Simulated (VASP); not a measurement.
Set up this calculation in VASP 6.6.1, as the native input.

```
Task                   : single point
Functional             : r2SCAN
Dispersion             : D3(BJ)
Potentials or basis    : VASP PAW PBE potentials, release 64 (H)
Cutoff                 : 520 eV
k mesh                 : 1 × 1 × 1
Occupations            : fermi-dirac, width 0.02 eV
Spin                   : no spin polarisation
Dipole correction      : no
Further INCAR settings : ALGO = Normal; EDIFF = 1e-07; NBANDS = 18
```

System: H.

```xyz
12
Lattice="5.6462 0.0000 0.0000 0.0000 5.6462 0.0000 0.0000 0.0000 5.6462" Properties=species:S:1:pos:R:3 pbc="T T T"
H     1.8306    4.8239    4.9736
H     2.0449    5.0203    4.3154
H     3.1612    1.3031    1.0350
H     3.5340    0.8832    1.5071
H     4.9854    0.6916    3.3943
H     5.4836    0.4039    3.8965
H     3.8570    2.6790    4.6194
H     3.5367    3.1237    5.0494
H     1.5035    2.0537    3.0518
H     2.2223    2.1375    2.8233
H     6.2126    5.8974    1.3151
H     6.7162    5.5447    0.9511
```

The input as run:

POSCAR

```
H
1.0
    5.6462160000      0.0000000000      0.0000000000
    0.0000000000      5.6462160000      0.0000000000
    0.0000000000      0.0000000000      5.6462160000
H
12
Direct
    0.3242171394      0.8543598049      0.8808731370
    0.3621717625      0.8891441631      0.7642994884
    0.5598793953      0.2307917373      0.1833086088
    0.6259059165      0.1564233462      0.2669221298
    0.8829630322      0.1224891148      0.6011636820
    0.9711991181      0.0715346349      0.6901082070
    0.6831123712      0.4744770657      0.8181408575
    0.6263841128      0.5532377791      0.8942980573
    0.2662845346      0.3637303284      0.5405035868
    0.3935910351      0.3785721269      0.5000340051
    1.1003121383      1.0444871397      0.2329170545
    1.1895046169      0.9820205249      0.1684490994
```

INCAR.step1

```
PREC = Accurate
ENCUT = 520
ISMEAR = -1
SIGMA = 0.02
LREAL = False
LASPH = True
NELM = 100
NBANDS = 18
GGA = PE
ALGO = Normal
EDIFF = 1E-4
LWAVE = True
LCHARG = False
```

INCAR.step2

```
PREC = Accurate
ENCUT = 520
EDIFF = 1E-7
ISMEAR = -1
SIGMA = 0.02
LREAL = False
LASPH = True
NELM = 100
ALGO = Normal
ISIF = 2
LWAVE = False
LCHARG = False
METAGGA = R2SCAN
LMIXTAU = True
IVDW = 12
VDW_S6 = 1.0
VDW_S8 = 0.78981345
VDW_A1 = 0.49484001
VDW_A2 = 5.73083694
NBANDS = 18
ISTART = 1
```

KPOINTS

```
Automatic mesh
0
Gamma
  1 1 1
```

Potentials or basis: VASP PAW PBE potentials, release 64 (H).

Command:

```sh
$ cat potpaw_PBE.64/H/POTCAR > POTCAR
$ cp INCAR.step1 INCAR
$ mpirun -np 1 vasp_gam > vasp.out
$ cp INCAR.step2 INCAR
$ mpirun -np 1 vasp_gam > vasp.out
```

Results of the run:

```yaml
Pressure: 1.2 GPa
Largest_force: 1.833 eV/Å
Dispersion_energy_per_atom: -0.007 eV
```

Caveat: the k points lie up to 1.11 Å⁻¹ apart; the PAW data sets were made with another functional, which shifts forces and pressure a little.

Wall time 32 s on 1 thread of Intel(R) Xeon(R) 6975P-C (Granite Rapids) (shared host), peak memory 0.25 GiB.
